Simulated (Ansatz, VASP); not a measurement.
# H: VASP beside Ansatz

```xyz
4
Lattice="2.6409 -2.5839 0.0000 2.6409 2.5839 0.0000 0.0000 0.0000 4.1692" Properties=species:S:1:pos:R:3 pbc="T T T"
H     2.6409    2.3425    3.8836
H     2.6409   -0.2414    2.3703
H     2.6409    0.2414    1.7990
H     2.6409   -2.3425    0.2856
```

Alike in both runs: task single point; functional PBE; k mesh 7 × 7 × 7; occupations fermi-dirac, width 0.05 eV; no spin polarisation.

|  | VASP | Ansatz |
| --- | --- | --- |
| version | VASP 6.6.1 | Ansatz 0.2.0 |
| potentials or method | VASP PAW PBE potentials, release 64 (H) | Ansatz PAW |
| plane-wave cutoff (eV) | 520 | 420 |
| valence electrons in the cell | 4 | 4 |

Ansatz gave:

| Item | Value |
| --- | --- |
| gap on the k mesh at the Fermi level (eV) | 9.33 |
| least direct gap on the mesh (eV) | 9.90 |
| pressure (GPa) | 0.2 |
| traceless stress, the component that is largest in VASP (GPa) | 0.13 |
| rms of the force components (eV/Å) | 0.056 |

What did VASP give for the same quantities?

gap on the k mesh at the Fermi level (eV): 9.33; least direct gap on the mesh (eV): 9.90; pressure (GPa): 0.0; traceless stress, the component that is largest in VASP (GPa): 0.10; rms of the force components (eV/Å): 0.049.

Atom by atom the forces differ by 0.007 eV/Å (rms over components).

Noted on Ansatz's run: odd divisions of the mesh miss points on the zone boundary, where band edges often lie, so the gap on the mesh can be too wide.
